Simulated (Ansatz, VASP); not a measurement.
## GaN in VASP and in Ansatz

```xyz
2
Lattice="0.0000 1.9970 2.1085 2.1085 0.0000 2.1085 2.1085 1.9970 0.0000" Properties=species:S:1:pos:R:3 pbc="T T T"
Ga    2.1085    1.9970    2.1085
N     0.0000    0.0000    0.0000
```

Change from the starting cell: uniaxial_y strain -5.3%.

Alike in both runs: task single point; functional r2SCAN; k mesh 10 × 10 × 10; no spin polarisation.

|  | VASP | Ansatz |
| --- | --- | --- |
| version | VASP 6.6.1 | Ansatz 0.2.0 |
| potentials or method | VASP PAW PBE potentials, release 64 (Ga_d, N) | plane waves, PAW |
| plane-wave cutoff (eV) | 520 | 500 |
| occupations | gaussian, width 0.01 eV | fixed |
| valence electrons in the cell | 18 | 18 |

|  | VASP | Ansatz | Ansatz less VASP |
| --- | --- | --- | --- |
| gap on the k mesh at the Fermi level (eV) | 1.18 | 1.21 | +0.030 |
| pressure (GPa) | 18.0 | 16.4 | -1.60 |
| traceless stress, the component that is largest in VASP (GPa) | 10.87 | 10.35 | -0.513 |

VASP's potentials were made for PBE, not for r2SCAN.
